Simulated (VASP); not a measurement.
Input of a VASP 6.6.1 run:

Contents of POSCAR:

```
Nb
1.0
    5.2894166184      0.0000000000      0.0000000000
    0.0000000000      5.2894166184      0.0000000000
    0.0000000000      0.0000000000      5.2894166184
Nb
8
Direct
    0.5000000000      0.5000000000      0.5000000000
    0.0000000000      0.0000000000      0.0000000000
    0.2500000000      0.0000000000      0.5000000000
    0.5000000000      0.2500000000      0.0000000000
    0.5000000000      0.7500000000      0.0000000000
    0.7500000000      0.0000000000      0.5000000000
    0.0000000000      0.5000000000      0.7500000000
    0.0000000000      0.5000000000      0.2500000000
```

File INCAR.step1:

```
  PREC = Accurate
  ENCUT = 520
  ISMEAR = 0
  SIGMA = 0.1
  LREAL = F
  LASPH = T
  NELM = 60
  NBANDS = 62
  GGA = PE
  ALGO = Normal
  EDIFF = 1E-4
  LWAVE = T
  LCHARG = F
```

INCAR.step2

```
  PREC = Accurate
  ENCUT = 520
  EDIFF = 1E-7
  ISMEAR = 0
  SIGMA = 0.1
  LREAL = F
  LASPH = T
  NELM = 60
  ALGO = Normal
  ISIF = 2
  LWAVE = F
  LCHARG = T
  METAGGA = R2SCAN
  LMIXTAU = T
  LELF = T
  LVHAR = T
  NBANDS = 62
  ISTART = 1
```

File KPOINTS:

```
Automatic mesh
0
Gamma
  8 8 8
```

Potentials or basis: VASP PAW PBE potentials, release 64 (Nb_sv).

The run is started by

```console
$ cat potpaw_PBE.64/Nb_sv/POTCAR > POTCAR
$ cp INCAR.step1 INCAR
$ mpirun -np 1 vasp_std > vasp.out
$ cp INCAR.step2 INCAR
$ mpirun -np 1 vasp_std > vasp.out
```

Predict the band gap on the k mesh.

zero (bands 52 and 53 overlap by 0.38 eV).

Predict the pressure.

-0.2 GPa.

Caveat: the PAW data sets were made with another functional, which shifts forces and pressure a little.
